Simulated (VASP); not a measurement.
A run of VASP 6.6.1 is set up as follows.

File INCAR:

```
PREC = Accurate ; ENCUT = 520
EDIFF = 1E-7 ; ISMEAR = -1
SIGMA = 0.05 ; LREAL = False
LASPH = True ; NELM = 60
ALGO = Normal ; ISIF = 2
LWAVE = False ; LCHARG = False
GGA = RE ; IVDW = 12
NBANDS = 11
```

Contents of KPOINTS:

```
Automatic mesh
0
Gamma
  10 10 10
```

Contents of POSCAR:

```
BP
1.0
    0.0000000000      2.2424247637      2.2424247637
    2.2424247637      0.0000000000      2.2424247637
    2.2424247637      2.2424247637      0.0000000000
P B
1 1
Direct
    0.7500000000      0.7500000000      0.7500000000
    0.0000000000      0.0000000000      0.0000000000
```

Potentials or basis: VASP PAW PBE potentials, release 64 (P, B).

Command:

```bash
$ cat potpaw_PBE.64/P/POTCAR potpaw_PBE.64/B/POTCAR > POTCAR
$ mpirun -np 1 vasp_std > vasp.out
```

(1) Predict the pressure.

(2) Predict the dispersion energy per atom.

(3) Predict the band gap on the k mesh.

Results:

(1) -0.5 GPa.

(2) -0.676 eV.

(3) 1.19 eV, indirect (least direct gap 3.45 eV).

Caveat: the PAW data sets were made with another functional, which shifts forces and pressure a little.
